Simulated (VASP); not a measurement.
# NaCl in VASP: notebook, part 2 of 3

VASP 6.6.1. Earlier steps stand in the parts before.

### 3 Density of states, PBE

This run uses another cell than the first one, of 22.71 Å³/atom, 0.962 times its volume.

Input file POSCAR:

```
NaCl
1.0
    0.0000000000      2.8317500000      2.8317500000
    2.8317500000      0.0000000000      2.8317500000
    2.8317500000      2.8317500000      0.0000000000
Na Cl
1 1
Direct
    0.0000000000      0.0000000000      0.0000000000
    0.5000000000      0.5000000000      0.5000000000
```

Input file INCAR.step1:

```
  ALGO = Normal
  EDIFF = 1E-6
  ENCUT = 520
  GGA = PE
  ISIF = 2
  ISMEAR = -1
  LASPH = T
  LCHARG = T
  LREAL = F
  LWAVE = F
  NBANDS = 14
  NELM = 60
  PREC = Accurate
  SIGMA = 0.03
```

Input file KPOINTS.step1:

```
k-points
0
Gamma
  7 7 7
```

Input file INCAR.step2:

```
  ALGO = Normal
  EDIFF = 1E-6
  ENCUT = 520
  GGA = PE
  ICHARG = 11
  ISIF = 2
  ISMEAR = -5
  LASPH = T
  LCHARG = F
  LORBIT = 10
  LREAL = F
  LWAVE = F
  NBANDS = 14
  NEDOS = 1001
  NELM = 60
  PREC = Accurate
  SIGMA = 0.03
```

Input file KPOINTS.step2:

```
k-points
0
Gamma
  11 11 11
```

Potentials or basis: VASP PAW PBE potentials, release 64 (Na_pv, Cl).

Launch:

```
> cat potpaw_PBE.64/Na_pv/POTCAR potpaw_PBE.64/Cl/POTCAR > POTCAR
> cp INCAR.step1 INCAR
> cp KPOINTS.step1 KPOINTS
> mpirun -np 1 vasp_std > vasp.out
> cp INCAR.step2 INCAR
> cp KPOINTS.step2 KPOINTS
> mpirun -np 1 vasp_std > vasp.out
```

Run time: 19 s. Hardware: 1 thread of AMD EPYC 9R45 (Zen 5), shared host; peak memory 0.14 GiB.

The run converged. Its results:

```yaml
Valence_electrons_inside_the_program's_atomic_spheres: Na 6.02; Cl 5.17
```

Levels at points of the mesh, in eV from the valence-band top:
```
           k point  band 5  band 6  band 7  band 8  band 9  band 10
(0.00, 0.00, 0.00)    0.00    0.00    0.00    5.06   11.11    11.11
```

### 4 Electric field gradients, PBE

This run uses another cell than the first one, of 22.71 Å³/atom, 0.962 times its volume.

Input file INCAR:

```
PREC = Accurate ; ENCUT = 520
EDIFF = 1E-8 ; ISMEAR = -1
SIGMA = 0.03 ; LREAL = False
LASPH = True ; NELM = 60
ALGO = Normal ; ISIF = 2
LWAVE = False ; LCHARG = False
GGA = PE ; LEFG = True
NBANDS = 14
```

Input file KPOINTS:

```
regular mesh
0
Gamma
  7 7 7
```

POSCAR is that of step 3.

Potentials or basis: VASP PAW PBE potentials, release 64 (Na_pv, Cl).

Launch:

```
> cat potpaw_PBE.64/Na_pv/POTCAR potpaw_PBE.64/Cl/POTCAR > POTCAR
> mpirun -np 1 vasp_std > vasp.out
```

OUTCAR:

```text
PREC = Accurate
   ENCUT = 520
   EDIFF = 1E-8
   ISMEAR = -1
   LREAL = False
   LASPH = True
   NELM = 60
   ISIF = 2
   GGA = PE

 ion  position               nearest neighbor table
   1  0.000  0.000  0.000-
   2  0.500  0.500  0.500-

  LATTYP: Found a face centered cubic cell.
 ALAT       =     5.6635000000

  Lattice vectors:

 A1 = (   0.0000000000,   2.8317500000,   2.8317500000)
 A2 = (   2.8317500000,   0.0000000000,   2.8317500000)
 A3 = (   2.8317500000,   2.8317500000,   0.0000000000)

Analysis of symmetry for initial positions (statically):
[... 33 lines left out ...]
                                     Primitive cell

  volume of cell :      45.4145

  direct lattice vectors                    reciprocal lattice vectors
     0.000000000  2.831750000  2.831750000    -0.176569259  0.176569259  0.176569259
     2.831750000  0.000000000  2.831750000     0.176569259 -0.176569259  0.176569259
     2.831750000  2.831750000  0.000000000     0.176569259  0.176569259 -0.176569259

  length of vectors
     4.004699255  4.004699255  4.004699255     0.305826928  0.305826928  0.305826928

  position of ions in fractional coordinates (direct lattice)
[... 8 lines left out ...]
----------------------------------------------------------------------------------------

 KPOINTS: regular mesh

Automatic generation of k-mesh.
 Grid dimensions read from file:
 generate k-points for:    7    7    7

 Generating k-lattice:

  Cartesian coordinates                     Fractional coordinates (reciprocal lattice)
[... 123 lines left out ...]
     12      12.4487      0.00000
     13      12.4487      0.00000
     14      14.0354      0.00000
[... 309 lines left out ...]
      1     -21.6602      2.00000
      2     -21.6597      2.00000
      3     -21.6527      2.00000
      4     -13.0521      2.00000
      5      -2.0366      2.00000
      6      -1.9742      2.00000
      7      -1.4044      2.00000
      8       7.9229      0.00000
      9       8.4395      0.00000
     10       9.2027      0.00000
     11      10.8861      0.00000
     12      13.7646      0.00000
     13      14.5285      0.00000
     14      16.3021      0.00000

------------------------ aborting loop because EDIFF is reached ----------------------------------------

  FORCE on cell =-STRESS in cart. coord.  units (eV):
  Direction    XX          YY          ZZ          XY          YZ          ZX
  --------------------------------------------------------------------------------------
  -------------------------------------------------------------------------------------
  Total        0.1104791      0.1104791      0.1104791      0.0000000      0.0000000     -0.0000000
  in kB        3.8975875      3.8975875      3.8975875      0.0000000      0.0000000     -0.0000000
  external PRESSURE =       3.8975875 kB  Pullay stress =       0.0000000 kB

 VOLUME and BASIS-vectors are now :
 -----------------------------------------------------------------------------
  energy-cutoff  :      520.00
  volume of cell :       45.41
      direct lattice vectors                 reciprocal lattice vectors
     0.000000000  2.831750000  2.831750000    -0.176569259  0.176569259  0.176569259
     2.831750000  0.000000000  2.831750000     0.176569259 -0.176569259  0.176569259
     2.831750000  2.831750000  0.000000000     0.176569259  0.176569259 -0.176569259

 POSITION                                       TOTAL-FORCE (eV/Angst)
 -----------------------------------------------------------------------------------
      0.00000      0.00000      0.00000         0.000000      0.000000      0.000000
      2.83175      2.83175      2.83175        -0.000000     -0.000000     -0.000000
 -----------------------------------------------------------------------------------
    total drift:                               -0.000000      0.000000      0.000000

  FREE ENERGIE OF THE ION-ELECTRON SYSTEM (eV)
  ---------------------------------------------------
  free  energy   TOTEN  =        -6.7767910666 eV

  energy  without entropy=       -6.7767910666  energy(sigma->0) =       -6.77679107

 Electric field gradients (V/A^2)
---------------------------------------------------------------------
 ion       V_xx      V_yy      V_zz      V_xy      V_xz      V_yz
---------------------------------------------------------------------
   1      -0.000     0.000     0.000    -0.003    -0.003    -0.003
   2      -0.000    -0.000     0.000     0.000     0.000     0.000
---------------------------------------------------------------------

 Electric field gradients after diagonalization (V/A^2)
 (convention: |V_zz| > |V_xx| > |V_yy|)
----------------------------------------------------------------------
 ion       V_xx      V_yy      V_zz     asymmetry (V_yy - V_xx)/ V_zz
----------------------------------------------------------------------
   1       0.003     0.003    -0.005       0.000
   2      -0.000    -0.000     0.000       0.000
----------------------------------------------------------------------

           NMR quadrupolar parameters

 Cq : quadrupolar parameter    Cq=e*Q*V_zz/h
 eta: asymmetry parameters     (V_yy - V_xx)/ V_zz
 Q  : nuclear electric quadrupole moment in mb (millibarn)
----------------------------------------------------------------------
 ion       Cq(MHz)       eta       Q (mb)
----------------------------------------------------------------------
   1      -0.000       0.000       1.000
   2       0.000       0.000       1.000
----------------------------------------------------------------------
```

Wall time 12 s (1 thread of AMD EPYC 7R43 (Zen 3), shared host); peak memory 0.13 GiB.

What came out:

```yaml
Free_energy: -6.7768 eV
Pressure: 0.4 GPa
Band_gap_on_the_k_mesh: 5.06 eV, direct
```

Caveat: without QUAD_EFG the Cq values of the log hold for a quadrupole moment of 1 mb, not for the nuclei. Expect the measured gap to be larger: semilocal functionals such as PBE lack the derivative discontinuity.

### 5 Electric field gradients, PBE (x and y stretched by -4 %, z held)

Input file INCAR:

```
SYSTEM = NaCl
ALGO = Normal ; EDIFF = 1E-8
ENCUT = 520 ; GGA = PE
ISIF = 2 ; ISMEAR = -1
LASPH = .True. ; LCHARG = .False.
LEFG = .True. ; LREAL = .False.
LWAVE = .False. ; NBANDS = 14
NELM = 100 ; PREC = Accurate
SIGMA = 0.03
```

Input file KPOINTS:

```
k-points
0
Gamma
  7 7 7
  0 0 0
```

Input file POSCAR:

```
NaCl
1.0
    0.0000000000      2.7184800000      2.8317500000
    2.7184800000      0.0000000000      2.8317500000
    2.7184800000      2.7184800000      0.0000000000
Na Cl
1 1
Direct
    0.0000000000      0.0000000000      0.0000000000
    0.5000000000      0.5000000000      0.5000000000
```

Potentials or basis: VASP PAW PBE potentials, release 64 (Na_pv, Cl).

Launch:

```
> cat potpaw_PBE.64/Na_pv/POTCAR potpaw_PBE.64/Cl/POTCAR > POTCAR
> mpirun -np 1 vasp_std > vasp.out
```

OUTCAR:

```text
SYSTEM = NaCl
   EDIFF = 1E-8
   ENCUT = 520
   GGA = PE
   ISIF = 2
   ISMEAR = -1
   LASPH = .True.
   LREAL = .False.
   NELM = 100
   PREC = Accurate

 ion  position               nearest neighbor table
   1  0.000  0.000  0.000-   2 2.72   2 2.72   2 2.72   2 2.72
   2  0.500  0.500  0.500-   1 2.72   1 2.72   1 2.72   1 2.72

  LATTYP: Found a body centered tetragonal cell.
 ALAT       =     3.8445112850
 C/A-ratio  =     1.4731391275

  Lattice vectors:

 A1 = (  -2.7184800000,   0.0000000000,   2.8317500000)
 A2 = (   2.7184800000,   0.0000000000,   2.8317500000)
[... 621 lines left out ...]
  free  energy   TOTEN  =        -6.7325025882 eV

  energy  without entropy=       -6.7325025881  energy(sigma->0) =       -6.73250259

 Electric field gradients (V/A^2)
---------------------------------------------------------------------
 ion       V_xx      V_yy      V_zz      V_xy      V_xz      V_yz
---------------------------------------------------------------------
   1      -2.194    -2.194     4.389     0.002    -0.000    -0.000
   2      -0.968    -0.968     1.937    -0.001    -0.000    -0.000
---------------------------------------------------------------------

 Electric field gradients after diagonalization (V/A^2)
 (convention: |V_zz| > |V_xx| > |V_yy|)
----------------------------------------------------------------------
 ion       V_xx      V_yy      V_zz     asymmetry (V_yy - V_xx)/ V_zz
----------------------------------------------------------------------
   1      -2.197    -2.192     4.389       0.001
   2      -0.969    -0.967     1.937       0.001
----------------------------------------------------------------------

           NMR quadrupolar parameters

 Cq : quadrupolar parameter    Cq=e*Q*V_zz/h
 eta: asymmetry parameters     (V_yy - V_xx)/ V_zz
 Q  : nuclear electric quadrupole moment in mb (millibarn)
----------------------------------------------------------------------
 ion       Cq(MHz)       eta       Q (mb)
----------------------------------------------------------------------
   1       0.011       0.001       1.000
   2       0.005       0.001       1.000
----------------------------------------------------------------------
```

Wall time 22 s (1 thread of AMD EPYC 7R43 (Zen 3), shared host); peak memory 0.13 GiB.

Results:

```yaml
Free_energy: -6.7325 eV
Pressure: 3.0 GPa
Band_gap_on_the_k_mesh: 5.37 eV, direct
```

Stress tensor (GPa, compression positive):
```
3.83 0.00 0.00
0.00 3.83 0.00
0.00 0.00 1.48
```

Electric field gradients, principal values (V/Å²):
```
atom   least  middle  greatest (by size)
1 Na  -2.192  -2.197               4.389
2 Cl  -0.967  -0.969               1.937
```

Caveat: the cell differs from its parent crystal (x and y stretched by -4 %, z held); without QUAD_EFG the Cq values of the log hold for a quadrupole moment of 1 mb, not for the nuclei.

[end of part 2 of 3]
